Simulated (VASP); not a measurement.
# Al (Fm-3m) in VASP: notebook

Runs on Al. Level: r2SCAN. Tasks: single point.

Everything below comes from runs of VASP 6.6.1. Logs are shortened: lines on timing, memory, paths and dates and some standing lists are left out, and cuts for length are marked.

## Step 1: The cell of the first run

Symmetry: Fm-3m, No. 225, cubic system. Conventional cell: a = 3.967 Å, b = 3.967 Å, c = 3.967 Å, α = 90.00°, β = 90.00°, γ = 90.00°. Al (site symmetry m-3m) has 12 Al at 2.81 Å within 3.7 Å.

## Step 2: Single point, r2SCAN

Contents of POSCAR:

```
Al
1.0
    0.0000000000      1.9834708509      1.9834708509
    1.9834708509      0.0000000000      1.9834708509
    1.9834708509      1.9834708509      0.0000000000
Al
1
Direct
    0.0000000000      0.0000000000      0.0000000000
```

Contents of INCAR.step1:

```
PREC = Accurate ; ENCUT = 520
ISMEAR = 0 ; SIGMA = 0.1
LREAL = False ; LASPH = True
NELM = 80 ; NBANDS = 8
GGA = PE ; ALGO = Normal
EDIFF = 1E-4 ; LWAVE = True
LCHARG = False
```

Contents of INCAR.step2:

```
PREC = Accurate ; ENCUT = 520
EDIFF = 1E-6 ; ISMEAR = 0
SIGMA = 0.1 ; LREAL = False
LASPH = True ; NELM = 80
ALGO = Normal ; ISIF = 2
LWAVE = False ; LCHARG = False
METAGGA = R2SCAN ; LMIXTAU = True
NBANDS = 8 ; ISTART = 1
```

Contents of KPOINTS:

```
regular mesh
0
Gamma
  12 12 12
```

Potentials or basis: VASP PAW PBE potentials, release 64 (Al).

Run with:

```sh
$ cat potpaw_PBE.64/Al/POTCAR > POTCAR
$ cp INCAR.step1 INCAR
$ mpirun -np 1 vasp_std > vasp.out
$ cp INCAR.step2 INCAR
$ mpirun -np 1 vasp_std > vasp.out
```

OUTCAR:

```text
PREC = Accurate
   ENCUT = 520
   EDIFF = 1E-6
   ISMEAR = 0
   LREAL = False
   LASPH = True
   NELM = 80
   ISIF = 2
   METAGGA = R2SCAN
   ISTART = 1

 ion  position               nearest neighbor table
   1  0.000  0.000  0.000-

  LATTYP: Found a face centered cubic cell.
 ALAT       =     3.9669417018

  Lattice vectors:

 A1 = (   0.0000000000,   1.9834708509,   1.9834708509)
 A2 = (   1.9834708509,   0.0000000000,   1.9834708509)
 A3 = (   1.9834708509,   1.9834708509,   0.0000000000)

Analysis of symmetry for initial positions (statically):
=====================================================================
 Subroutine PRICEL returns:
 Original cell was already a primitive cell.

 Routine SETGRP: Setting up the symmetry group for a
 face centered cubic supercell.

 Subroutine GETGRP returns: Found 48 space group operations
 (whereof 48 operations were pure point group operations)
 out of a pool of 48 trial point group operations.

The static configuration has the point symmetry O_h .

Analysis of symmetry for dynamics (positions and initial velocities):
=====================================================================
 Subroutine PRICEL returns:
 Original cell was already a primitive cell.

 Routine SETGRP: Setting up the symmetry group for a
 face centered cubic supercell.

 Subroutine GETGRP returns: Found 48 space group operations
 (whereof 48 operations were pure point group operations)
 out of a pool of 48 trial point group operations.

The dynamic configuration has the point symmetry O_h .

 Subroutine INISYM returns: Found 48 space group operations
 (whereof 48 operations are pure point group operations),
 and found     1 'primitive' translations

----------------------------------------------------------------------------------------

                                     Primitive cell

  volume of cell :      15.6066

  direct lattice vectors                    reciprocal lattice vectors
     0.000000000  1.983470851  1.983470851    -0.252083362  0.252083362  0.252083362
     1.983470851  0.000000000  1.983470851     0.252083362 -0.252083362  0.252083362
     1.983470851  1.983470851  0.000000000     0.252083362  0.252083362 -0.252083362

  length of vectors
     2.805051378  2.805051378  2.805051378     0.436621190  0.436621190  0.436621190

  position of ions in fractional coordinates (direct lattice)
     0.000000000  0.000000000  0.000000000

  ion indices of the primitive-cell ions
   primitive index   ion index
                 1           1

----------------------------------------------------------------------------------------

 KPOINTS: regular mesh

Automatic generation of k-mesh.
 Grid dimensions read from file:
 generate k-points for:   12   12   12

 Generating k-lattice:

  Cartesian coordinates                     Fractional coordinates (reciprocal lattice)
    -0.021006947  0.021006947  0.021006947     0.083333333  0.000000000  0.000000000
     0.021006947 -0.021006947  0.021006947     0.000000000  0.083333333  0.000000000
     0.021006947  0.021006947 -0.021006947     0.000000000  0.000000000  0.083333333

  Length of vectors
     0.036385099  0.036385099  0.036385099

  Shift w.r.t. Gamma in fractional coordinates (k-lattice)
     0.000000000  0.000000000  0.000000000

 Subroutine IBZKPT returns following result:
 ===========================================

 Found     72 irreducible k-points:

 Following reciprocal coordinates:
            Coordinates               Weight
  0.000000  0.000000  0.000000      1.000000
  0.083333  0.000000  0.000000      8.000000
  0.166667  0.000000  0.000000      8.000000
  0.250000  0.000000  0.000000      8.000000
  0.333333  0.000000  0.000000      8.000000
  0.416667  0.000000  0.000000      8.000000
[... 16 lines left out ...]
  0.500000  0.166667  0.000000     24.000000
 -0.416667  0.166667  0.000000     24.000000
 [... further k-points ...]
   k-points           NKPTS =     72   k-points in BZ     NKDIM =     72   number of bands    NBANDS=      8
   number of dos      NEDOS =    301   number of ions     NIONS =      1
   total plane-waves  NPLWV =  13824
   dimension x,y,z NGX =    24 NGY =   24 NGZ =   24
   dimension x,y,z NGXF=    48 NGYF=   48 NGZF=   48
   ions per type =               1
   NGX,Y,Z   is equivalent  to a cutoff of  14.22, 14.22, 14.22 a.u.
   NGXF,Y,Z  is equivalent  to a cutoff of  28.45, 28.45, 28.45 a.u.
 SYSTEM =  unknown system
   PREC   = accura    normal or accurate (medium, high low for compatibility)
   ISTART =      1    job   : 0-new  1-cont  2-samecut
   ICHARG =      0    charge: 1-file 2-atom 10-const
   ISPIN  =      1    spin polarized calculation?
   LNONCOLLINEAR =      F non collinear calculations
   LSORBIT =      F    spin-orbit coupling
   LASPH  =      T    aspherical Exc in radial PAW
   ENCUT  =  520.0 eV  38.22 Ry    6.18 a.u.   5.22  5.22  5.22*2*pi/ulx,y,z
   NELM   =     80;   NELMIN=  2; NELMDL=  0     # of ELM steps
   EDIFF  = 0.1E-05   stopping-criterion for ELM
   LREAL  =      F    real-space projection
   EDIFFG = 0.1E-04   stopping-criterion for IOM
   NSW    =      0    number of steps for IOM
   IBRION =     -1    ionic relax: 0-MD 1-quasi-New 2-CG
   NFREE  =      0    steps in history (QN), initial steepest desc. (CG)
   ISIF   =      2    stress and relaxation
   ISYM   =      2    0-nonsym 1-usesym 2-fastsym
   POTIM  = 0.5000    time-step for ionic-motion
   TEBEG  =    0.0;   TEEND  =   0.0 temperature during run
   PSTRESS=    0.0 pullay stress
   NELECT =       3.0000    total number of electrons
   NUPDOWN=      -1.0000    fix difference up-down
   EMIN   =  10.00;   EMAX   =-10.00  energy-range for DOS
   EFERMI =   0.00;   METHOD = LEGACY
   ISMEAR =     0;   SIGMA  =   0.10  broadening in eV -4-tet -1-fermi 0-gaus
   EFERMI_NEDOS =   21; number of points for ismear=-14 and -15
   IALGO  =     38    algorithm
   IMIX   =      4    mixing-type and parameters
     AMIX     =   0.40;   BMIX     =  1.00
     AMIX_MAG =   1.60;   BMIX_MAG =  1.00
  volume/ion in A,a.u.               =      15.61       105.32
  Fermi-wavevector in a.u.,A,eV,Ry     =   0.944814  1.785439 12.145548  0.892673
  Thomas-Fermi vector in A             =   2.072655
   LORBIT       =      0    0 simple, 1 ext, 2 COOP (PROOUT), +10 PAW based schemes
   METAGGA = R2SCAN    functional components
   LHFCALC =     F    Hartree Fock is set to
   AEXX    =    0.0000 exact exchange contribution
   IVDW    =     0    specifies the selected vdW correction
   LEPSILON=     F    determine dielectric tensor
   LRPA    =     F    only Hartree local field effects (RPA)
 non-spin polarized calculation
 Gauss-broadening in eV      SIGMA  =   0.10
  energy-cutoff  :      520.00
  volume of cell :       15.61
 maximum number of plane-waves:       444
 NGX is ok and might be reduce to    24
   NGX = 11   NGY = 11   NGZ = 11

 number of electron       3.0000000 magnetization

 Free energy of the ion-electron system (eV)
  ---------------------------------------------------
  ext. energy  EPLUGINS =         0.00000000
  ---------------------------------------------------
  free energy    TOTEN  =        -6.74238090 eV

  energy without entropy =       -6.73968369  energy(sigma->0) =       -6.74103229

 E-fermi :   8.4841     XC(G=0): -11.1143

 val. band max:        8.3426872646   @ k =   0.5000   0.2500   0.0833
 cond. band min:       8.4948247249   @ k =  -0.4167   0.4167   0.0833
 fundamental gap:      0.1521374603
 Fermi energy:         8.4840592026

 k-point     1 :       0.0000    0.0000    0.0000
  band No.  band energies     occupation
      1      -3.6299      2.00000
      2      22.2507      0.00000
      3      22.2507      0.00000
      4      22.2507      0.00000
      5      24.6127      0.00000
      6      24.6127      0.00000
      7      24.6127      0.00000
      8      26.3805      0.00000

 k-point     2 :       0.0833    0.0000    0.0000
  band No.  band energies     occupation
      1      -3.4220      2.00000
      2      19.5465      0.00000
      3      21.7796      0.00000
      4      21.7796      0.00000
      5      25.0517      0.00000
      6      25.4152      0.00000
      7      25.4152      0.00000
      8      28.4969      0.00000

 k-point     3 :       0.1667    0.0000    0.0000
  band No.  band energies     occupation
      1      -2.8001      2.00000
      2      15.8860      0.00000
      3      21.0996      0.00000
      4      21.0996      0.00000
      5      24.7542      0.00000
      6      26.5289      0.00000
      7      26.5289      0.00000
      8      27.4509      0.00000

 k-point     4 :       0.2500    0.0000    0.0000
  band No.  band energies     occupation
      1      -1.7700      2.00000
      2      12.3845      0.00000
      3      20.6471      0.00000
      4      20.6471      0.00000
      5      24.4549      0.00000
      6      24.9163      0.00000
      7      24.9163      0.00000
      8      29.3060      0.00000

 k-point     5 :       0.3333    0.0000    0.0000
  band No.  band energies     occupation
      1      -0.3412      2.00000
      2       9.1629      0.00000
      3      20.4993      0.00000
      4      20.4993      0.00000
      5      23.3884      0.00000
      6      23.3884      0.00000
      7      24.3885      0.00000
      8      27.7714      0.00000
[... 177 lines left out ...]
 k-point    22 :       0.4167    0.1667    0.0000
  band No.  band energies     occupation
      1       0.9371      2.00000
      2       8.8176      0.00000
      3      16.5960      0.00000
      4      17.4018      0.00000
      5      19.3467      0.00000
      6      27.2455      0.00000
      7      27.2956      0.00000
      8      30.5312      0.00000

 k-point    23 :       0.5000    0.1667    0.0000
  band No.  band energies     occupation
      1       2.8540      2.00000
      2       6.0714      2.00000
      3      15.4597      0.00000
      4      17.7026      0.00000
      5      19.6981      0.00000
      6      26.2257      0.00000
      7      28.9799      0.00000
      8      30.8256      0.00000

 k-point    24 :      -0.4167    0.1667    0.0000
  band No.  band energies     occupation
      1       3.5540      2.00000
      2       5.2481      2.00000
      3      14.6805      0.00000
      4      18.3556      0.00000
      5      20.4187      0.00000
      6      25.4648      0.00000
      7      28.5640      0.00000
      8      31.6090      0.00000

 [... further k-points ...]
[... 5 lines left out ...]
  --------------------------------------------------------------------------------------
  -------------------------------------------------------------------------------------
  Total        0.1639989      0.1639989      0.1639989     -0.0000000      0.0000000     -0.0000000
  in kB       16.8361963     16.8361963     16.8361963     -0.0000000      0.0000000     -0.0000000
  external PRESSURE =      16.8361963 kB  Pullay stress =       0.0000000 kB

 VOLUME and BASIS-vectors are now :
 -----------------------------------------------------------------------------
  energy-cutoff  :      520.00
  volume of cell :       15.61
      direct lattice vectors                 reciprocal lattice vectors
     0.000000000  1.983470851  1.983470851    -0.252083362  0.252083362  0.252083362
     1.983470851  0.000000000  1.983470851     0.252083362 -0.252083362  0.252083362
     1.983470851  1.983470851  0.000000000     0.252083362  0.252083362 -0.252083362

 POSITION                                       TOTAL-FORCE (eV/Angst)
 -----------------------------------------------------------------------------------
      0.00000      0.00000      0.00000         0.000000     -0.000000     -0.000000
 -----------------------------------------------------------------------------------
    total drift:                                0.000000      0.000000      0.000000

  FREE ENERGIE OF THE ION-ELECTRON SYSTEM (eV)
  ---------------------------------------------------
  free  energy   TOTEN  =        -6.7423808980 eV

  energy  without entropy=       -6.7396836856  energy(sigma->0) =       -6.74103229
```

It took 28 s on 1 thread of Intel Xeon Platinum 8259CL at 2.50GHz (Skylake/Cascade Lake), shared host; peak memory 0.14 GiB.

Results:

| Item | Value |
| --- | --- |
| Free energy | -6.7424 eV |
| Pressure | 1.7 GPa |

Caveat: the PAW data sets were made with another functional, which shifts forces and pressure a little.

(Continued in part 2 of 2.)
